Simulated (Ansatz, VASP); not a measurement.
## Zr in VASP and in Ansatz

File INCAR:

```
SYSTEM = Zr
PREC = Accurate
ENCUT = 520
EDIFF = 1E-6
ISMEAR = -1
SIGMA = 0.1
LREAL = .False.
LASPH = .True.
NELM = 60
ALGO = Normal
ISIF = 2
LWAVE = .False.
LCHARG = .False.
GGA = CA
NBANDS = 19
```

KPOINTS

```
Automatic mesh
0
Gamma
  19 19 10
  0 0 0
```

Contents of POSCAR:

```
Zr
1.0
    3.2650048524      0.0000000000      0.0000000000
   -1.6325024262      2.8275771457      0.0000000000
    0.0000000000      0.0000000000      5.2854025848
Zr
2
Direct
    0.3333333333      0.6666666667      0.2500000000
    0.6666666667      0.3333333333      0.7500000000
```

Input for Ansatz:

```yaml
crystal:
  lattice:
    - [3.2650048524, 0.0, 0.0]
    - [-1.6325024262, 2.8275771457, 0.0]
    - [0.0, 0.0, 5.2854025848]
  atoms:
    - { symbol: Zr, position: [0.3333333333, 0.6666666667, 0.25] }
    - { symbol: Zr, position: [0.6666666667, 0.3333333333, 0.75] }
hamiltonian:
  xc: lda
  pseudopotentials:
    kind: paw
    azcp:
      Zr: "pseudopotentials/Zr.paw.azcp"
basis:
  ecutwfc: 420
  fft_grid_basis: typed
kpoints:
  mp_grid: { grid: [19, 19, 10], shift: [0, 0, 0] }
magnetization:
  spin_polarized: false
scf:
  occupations: { method: fermi_dirac, width: 0.1 }
output:
  stress: true
```

Alike in both runs: task single point; functional LDA; k mesh 19 × 19 × 10; occupations fermi-dirac, width 0.1 eV; no spin polarisation.

|  | VASP | Ansatz |
| --- | --- | --- |
| version | VASP 6.6.1 | Ansatz 0.2.0 |
| potentials or method | VASP PAW LDA potentials, release 64 (Zr_sv), cutoff 520 eV | plane waves (420 eV) with PAW, scalar-relativistic |
| valence electrons in the cell | 24 | 24 |

```csv
,VASP,Ansatz,Ansatz less VASP
pressure (GPa),-9.6,-9.7,-0.08
"traceless stress, the component that is largest in VASP (GPa)",-0.54,-0.57,-0.021
```

Ansatz warns that its potentials were made for another functional, while VASP's fit it. LDA's correlation is that of Perdew and Zunger in VASP and of Perdew and Wang (1992) in Ansatz.
